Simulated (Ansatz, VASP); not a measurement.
## HfO2: VASP beside Ansatz

```
Hf O
1.0
     0.00000    2.59116    2.59116
     2.59116    0.00000    2.59116
     2.59116    2.59116    0.00000
Hf O
1 2
Direct
  0.00000 0.00000 0.00000
  0.75000 0.75000 0.75000
  0.25000 0.25000 0.25000
```

Alike in both runs: functional BLYP; dispersion D4; k mesh 9 × 9 × 9; non-collinear spin, spin-orbit coupling.

```csv
,VASP,Ansatz
version,VASP 6.6.1,Ansatz 0.2.0
potentials or method,"VASP PAW PBE potentials, release 64 (Hf_pv, O)",PseudoDojo standard (PBE files)
plane-wave cutoff (eV),520,1143
occupations,"gaussian, width 0.01 eV",fixed
valence electrons in the cell,22,24
task,single point,Berry-phase polarisation
```

Ansatz gave:

- pressure (GPa): -12.6
- net moment per atom (μB): 0.00

What did VASP give for the same quantities?

Pressure (GPa): -13.1; net moment per atom (μB): 0.00.

VASP's potentials were made for PBE, not for BLYP. VASP's potentials hold 22 valence electrons a cell and Ansatz's 24, so a difference there can come from the potentials and not from the codes.

Noted on Ansatz's run: the potentials were made for another functional, which shifts forces and pressure; odd divisions of the mesh miss points on the zone boundary, where band edges often lie, so the gap on the mesh can be too wide.
